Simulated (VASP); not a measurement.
Input of a VASP 6.6.1 run:

Contents of POSCAR:

```
LiCl
1.0
    0.0000000000      2.5560369945      2.5560369945
    2.5716288201      0.0000000000      2.5560369945
    2.5716288201      2.5560369945      0.0000000000
Li Cl
1 1
Direct
    0.0000000000      0.0000000000      0.0000000000
    0.5000000000      0.5000000000      0.5000000000
```

INCAR.step1

```
SYSTEM = LiCl
ALGO = Normal
EDIFF = 1E-5
ENCUT = 520
GGA = PE
ISIF = 2
ISMEAR = 0
LASPH = .True.
LCHARG = .False.
LREAL = .False.
LWAVE = .True.
NBANDS = 12
NELM = 60
PREC = Accurate
SIGMA = 0.01
```

File INCAR.step2:

```
SYSTEM = LiCl
ALGO = Normal
EDIFF = 1E-6
ENCUT = 520
GGA = PE
HFSCREEN = 0.2079
ISIF = 2
ISMEAR = 0
ISTART = 1
LASPH = .True.
LCHARG = .False.
LHFCALC = .True.
LREAL = .False.
LWAVE = .False.
NBANDS = 12
NELM = 60
PREC = Accurate
PRECFOCK = Normal
SIGMA = 0.01
```

File KPOINTS:

```
k-points
0
Gamma
  6 6 6
  0 0 0
```

Potentials or basis: VASP PAW PBE potentials, release 64 (Li_sv, Cl).

Launch:

```sh
$ cat potpaw_PBE.64/Li_sv/POTCAR potpaw_PBE.64/Cl/POTCAR > POTCAR
$ cp INCAR.step1 INCAR
$ mpirun -np 1 vasp_std > vasp.out
$ cp INCAR.step2 INCAR
$ mpirun -np 1 vasp_std > vasp.out
```

Question: What does it give for the band gap on the k mesh?

Answer: 7.74 eV.

Caveat: the cell differs from its parent crystal (uniaxial x strain +0.6%). A k mesh can miss the band edges.
